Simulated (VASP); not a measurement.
# NbH2 (Fm-3m) in VASP: a series of runs, part 2 of 2

VASP 6.6.1. The steps go on from the part before.

## 3. Single point, PBEsol

This run uses another cell than the first one, of 7.58 Å³/atom.

INCAR reads:

```
SYSTEM = NbH2
PREC = Accurate ; ENCUT = 520
EDIFF = 1E-6 ; ISMEAR = -1
SIGMA = 0.15 ; LREAL = .FALSE.
LASPH = .TRUE. ; NELM = 100
ALGO = Fast ; ISIF = 2
LWAVE = .FALSE. ; LCHARG = .TRUE.
GGA = PS ; LELF = .TRUE.
LVHAR = .TRUE. ; NBANDS = 14
```

KPOINTS reads:

```
Automatic mesh
0
G
  16 16 16
  0 0 0
```

POSCAR reads:

```
NbH2
1.0
    0.0000000000      2.2488609975      2.2488609975
    2.2488609975      0.0000000000      2.2488609975
    2.2488609975      2.2488609975      0.0000000000
Nb H
1 2
Direct
    0.0000000000      0.0000000000      0.0000000000
    0.2500000000      0.2500000000      0.2500000000
    0.7500000000      0.7500000000      0.7500000000
```

Potentials or basis: VASP PAW PBE potentials, release 64 (Nb_sv, H).

The run is started by

```
$ cat potpaw_PBE.64/Nb_sv/POTCAR potpaw_PBE.64/H/POTCAR > POTCAR
$ mpirun -np 1 vasp_std > vasp.out
```

It took 71 s on 1 thread of Oxide Virtual Turin-like, shared host; peak memory 0.14 GiB.

Results (log left out):

| Property | Result |
| --- | --- |
| Free energy | -18.5356 eV |
| Pressure | 2.5 GPa |
| Band gap on the k mesh | zero (an odd number of electrons rules out a gap without spin polarisation) |

Levels at points of the mesh, in eV from the Fermi level:
| k point | band 3 | band 4 | band 5 | band 6 | band 7 | band 8 | band 9 | band 10 | band 11 | band 12 |
| --- | --- | --- | --- | --- | --- | --- | --- | --- | --- | --- |
| (0.00, 0.00, 0.00) | -31.00 | -31.00 | -10.90 | -1.41 | -1.41 | -1.41 | -1.11 | 1.37 | 1.37 | 12.58 |
| (0.50, 0.00, 0.00) | -31.10 | -31.10 | -8.60 | -4.89 | -1.26 | -1.26 | 2.84 | 2.84 | 5.13 | 6.54 |
| (0.50, 0.50, 0.00) | -31.26 | -31.26 | -7.76 | -4.95 | -4.55 | 3.02 | 3.09 | 3.09 | 7.33 | 7.33 |

Caveat: the PAW data sets were made with another functional, which shifts forces and pressure a little.

## 4. Single point, PBEsol (7.85 Å³/atom)

This run uses another cell than the first one, of 7.85 Å³/atom.

INCAR reads:

```
PREC = Accurate
ENCUT = 520
EDIFF = 1E-6
ISMEAR = -1
SIGMA = 0.15
LREAL = False
LASPH = True
NELM = 100
ALGO = Normal
ISIF = 2
LWAVE = False
LCHARG = True
GGA = PS
LELF = True
LVHAR = True
NBANDS = 14
```

KPOINTS reads:

```
regular mesh
0
Gamma
  16 16 16
```

POSCAR reads:

```
NbH2
1.0
    0.0000000000      2.2752893379      2.2752893379
    2.2752893379      0.0000000000      2.2752893379
    2.2752893379      2.2752893379      0.0000000000
Nb H
1 2
Direct
    0.0000000000      0.0000000000      0.0000000000
    0.2500000000      0.2500000000      0.2500000000
    0.7500000000      0.7500000000      0.7500000000
```

The run is started by

```
$ cat potpaw_PBE.64/Nb_sv/POTCAR potpaw_PBE.64/H/POTCAR > POTCAR
$ mpirun -np 1 vasp_std > vasp.out
```

Run time: 50 s. Hardware: 1 thread of Oxide Virtual Turin-like, shared host; peak memory 0.14 GiB.

Results (log left out):

```yaml
Free_energy: -18.5324 eV
Pressure: -4.0 GPa
Band_gap_on_the_k_mesh: zero (an odd number of electrons rules out a gap without spin polarisation)
```

Levels at points of the mesh, in eV from the Fermi level:
```csv
k point,band 4,band 5,band 6,band 7,band 8,band 9,band 10,band 11
"(0.00, 0.00, 0.00)",-31.07,-10.70,-1.35,-1.35,-1.35,-1.06,1.30,1.30
"(0.50, 0.00, 0.00)",-31.16,-8.39,-4.89,-1.20,-1.20,2.70,2.70,5.13
"(0.50, 0.50, 0.00)",-31.31,-7.52,-4.96,-4.37,2.87,2.93,2.93,7.14
```

Caveat: the cell stands under tension; the PAW data sets were made with another functional, which shifts forces and pressure a little.

## 5. Relaxation of cell and atoms, PBEsol, target pressure 3 GPa, at which the enthalpy is minimised

This run uses another cell than the first one, of 7.70 Å³/atom.

INCAR reads:

```
SYSTEM = NbH2
PREC = Accurate
ENCUT = 600
EDIFF = 1E-6
ISMEAR = -1
SIGMA = 0.15
LREAL = .False.
LASPH = .True.
NELM = 80
ALGO = Normal
ISIF = 3
LWAVE = .False.
LCHARG = .False.
GGA = PS
IBRION = 2
NSW = 80
EDIFFG = -0.001
PSTRESS = 30.0
```

KPOINTS reads:

```
regular mesh
0
Gamma
  16 16 16
  0 0 0
```

POSCAR reads:

```
NbH2
1.0
    0.0000000000      2.2603198957      2.2603198957
    2.2603198957      0.0000000000      2.2603198957
    2.2603198957      2.2603198957      0.0000000000
Nb H
1 2
Direct
    0.0000000000      0.0000000000      0.0000000000
    0.2500000000      0.2500000000      0.2500000000
    0.7500000000      0.7500000000      0.7500000000
```

Potentials or basis: VASP PAW PBE potentials, release 64 (Nb_sv, H).

The run is started by

```
$ cat potpaw_PBE.64/Nb_sv/POTCAR potpaw_PBE.64/H/POTCAR > POTCAR
$ mpirun -np 1 vasp_std > vasp.out
```

OUTCAR:

```text
SYSTEM = NbH2
   PREC = Accurate
   ENCUT = 600
   EDIFF = 1E-6
   ISMEAR = -1
   LREAL = .False.
   LASPH = .True.
   NELM = 80
   ISIF = 3
   GGA = PS
   IBRION = 2
   NSW = 80
   EDIFFG = -0.001
   PSTRESS = 30.0

 ion  position               nearest neighbor table
   1  0.000  0.000  0.000-   3 1.96   3 1.96   3 1.96   2 1.96   2 1.96   2 1.96   3 1.96   2 1.96

   2  0.250  0.250  0.250-   1 1.96   1 1.96   1 1.96   1 1.96
   3  0.750  0.750  0.750-   1 1.96   1 1.96   1 1.96   1 1.96

  LATTYP: Found a face centered cubic cell.
 ALAT       =     4.5206397914

  Lattice vectors:

 A1 = (   0.0000000000,   2.2603198957,   2.2603198957)
 A2 = (   2.2603198957,   0.0000000000,   2.2603198957)
 A3 = (   2.2603198957,   2.2603198957,   0.0000000000)

Analysis of symmetry for initial positions (statically):
[... 271 lines left out ...]
 k-point     1 :       0.0000    0.0000    0.0000
  band No.  band energies     occupation
      1     -44.8462      2.00000
      2     -20.6043      2.00000
      3     -20.6043      2.00000
      4     -20.6043      2.00000
      5      -0.5159      2.00000
      6       8.9747      1.99984
      7       8.9747      1.99984
      8       8.9747      1.99984
      9       9.2786      1.99880
     10      11.7651      0.00021
     11      11.7651      0.00021
[... 309 lines left out ...]
 k-point    24 :      -0.0625    0.0625    0.0000
  band No.  band energies     occupation
      1     -44.8359      2.00000
      2     -20.6832      2.00000
      3     -20.6254      2.00000
      4     -20.6096      2.00000
      5      -0.2169      2.00000
      6       7.1109      2.00000
      7       9.1192      1.99959
      8       9.1445      1.99951
      9      11.4977      0.00125
     10      11.5158      0.00111
     11      11.7586      0.00022

 [... further k-points ...]

------------------------ aborting loop because EDIFF is reached ----------------------------------------

  FORCE on cell =-STRESS in cart. coord.  units (eV):
  Direction    XX          YY          ZZ          XY          YZ          ZX
  --------------------------------------------------------------------------------------
  -------------------------------------------------------------------------------------
  Total        0.4265444      0.4265444      0.4265444      0.0000000      0.0000000     -0.0000000
  in kB       30.0996516     30.0996516     30.0996516      0.0000000      0.0000000     -0.0000000
  external PRESSURE =       0.0996516 kB  Pullay stress =      30.0000000 kB
[... 22 lines left out ...]
  energy  without entropy=      -18.4621386481  energy(sigma->0) =      -18.49919858

  enthalpy is  TOTEN    =       -18.1111263182 eV   P V=        0.4251321873

 reached required accuracy - stopping structural energy minimisation
```

OSZICAR:

```text
N       E                     dE             d eps       ncg     rms          rms(c)
DAV:   1     0.137803456155E+03    0.13780E+03   -0.88675E+03  3198   0.149E+03
DAV:   2    -0.122870750819E+02   -0.15009E+03   -0.14440E+03  3427   0.493E+02
[... 23 lines left out ...]
DAV:   1    -0.185418913048E+02   -0.89267E-02   -0.17541E-01  3552   0.690E+00    0.588E-01
DAV:   2    -0.185367864420E+02    0.51049E-02   -0.16221E-02  4834   0.197E+00    0.186E-01
DAV:   3    -0.185361055145E+02    0.68093E-03   -0.48143E-03  5329   0.811E-01    0.103E-01
DAV:   4    -0.185361813654E+02   -0.75851E-04   -0.21008E-04  4397   0.177E-01    0.464E-02
DAV:   5    -0.185362508381E+02   -0.69473E-04   -0.19261E-04  5100   0.108E-01    0.273E-02
DAV:   6    -0.185362588774E+02   -0.80393E-05   -0.13880E-05  5258   0.517E-02    0.496E-03
DAV:   7    -0.185362585055E+02    0.37186E-06   -0.20517E-06  3230   0.131E-02
   3 F= -.18111126E+02 E0= -.18074066E+02  d E =-.416669E-02
```

CONTCAR:

```text
NbH2
   1.00000000000000
     0.0000000000000000    2.2474727759236637    2.2474727759236637
     2.2474727759236637    0.0000000000000000    2.2474727759236637
     2.2474727759236637    2.2474727759236637    0.0000000000000000
  Nb              H
     1     2
Direct
     0.0000000000000000    0.0000000000000000    0.0000000000000000
     0.2500000000000000    0.2500000000000000    0.2500000000000000
     0.7500000000000000    0.7500000000000000    0.7500000000000000

  0.00000000E+00  0.00000000E+00  0.00000000E+00
  0.00000000E+00  0.00000000E+00  0.00000000E+00
  0.00000000E+00  0.00000000E+00  0.00000000E+00
```

It took 2.1 min on 1 thread of Oxide Virtual Turin-like, shared host; peak memory 0.17 GiB.

What came out:

| Quantity | Value |
| --- | --- |
| Free energy | -18.5363 eV |
| Relaxed volume | 7.57 Å³/atom |
| Relaxed cell | a = 3.178 Å, b = 3.178 Å, c = 3.178 Å, α = 60.00°, β = 60.00°, γ = 60.00° |
| Space group after relaxing (to 0.1 Å) | Fm-3m (No. 225) |
| Energy change on relaxing (the run minimises the enthalpy) | +1.1 meV/atom |
| Ionic steps | 3 |
| Pressure after relaxing | 3.0 GPa |
| Band gap on the k mesh | zero (an odd number of electrons rules out a gap without spin polarisation) |

Step by step:
```
step  energy change (eV)  largest force (eV/Å)  pressure (GPa)  volume (Å³)
   1              0.0000                0.0000           -0.36        23.10
   2              0.0065                0.0000            4.32        22.56
   3              0.0032                0.0000            3.01        22.70
```

Final structure:
```
Nb H
1.0
     0.00000    2.24747    2.24747
     2.24747    0.00000    2.24747
     2.24747    2.24747    0.00000
Nb H
1 2
Direct
  0.00000 0.00000 0.00000
  0.25000 0.25000 0.25000
  0.75000 0.75000 0.75000
```

Caveat: the cell is relaxed towards a set pressure, so the run minimises the enthalpy, not the energy; the PAW data sets were made with another functional, which shifts forces and pressure a little.

## 6. Summary

| task | cell | cutoff (eV) | gap on the mesh (eV) | pressure (GPa) |
| --- | --- | --- | --- | --- |
| single point | a = 3.175 Å, angles 60.0°, 3 atoms | 520 | none | 3.5 |
| single point | a = 3.180 Å, angles 60.0°, 3 atoms | 520 | none | 2.5 |
| single point | a = 3.218 Å, angles 60.0°, 3 atoms | 520 | none | -4.0 |
| relaxation of cell and atoms | relaxed to 3 GPa from a = 3.197 Å, angles 60.0°, 3 atoms | 600 | none | 3.0 |

Alike in all rows: level PBEsol; potentials or basis VASP PAW PBE potentials, release 64 (Nb_sv, H); no spin polarisation; k mesh 16 × 16 × 16; smearing fermi-dirac 0.15 eV.

Caveats: the PAW data sets were made with another functional, which shifts forces and pressure a little; the cell stands under pressure (at least some runs); the cell stands under tension (at least some runs); the cell is relaxed towards a set pressure, so the run minimises the enthalpy, not the energy (at least some runs).

Absolute energies hang on the potentials; compare differences alone.
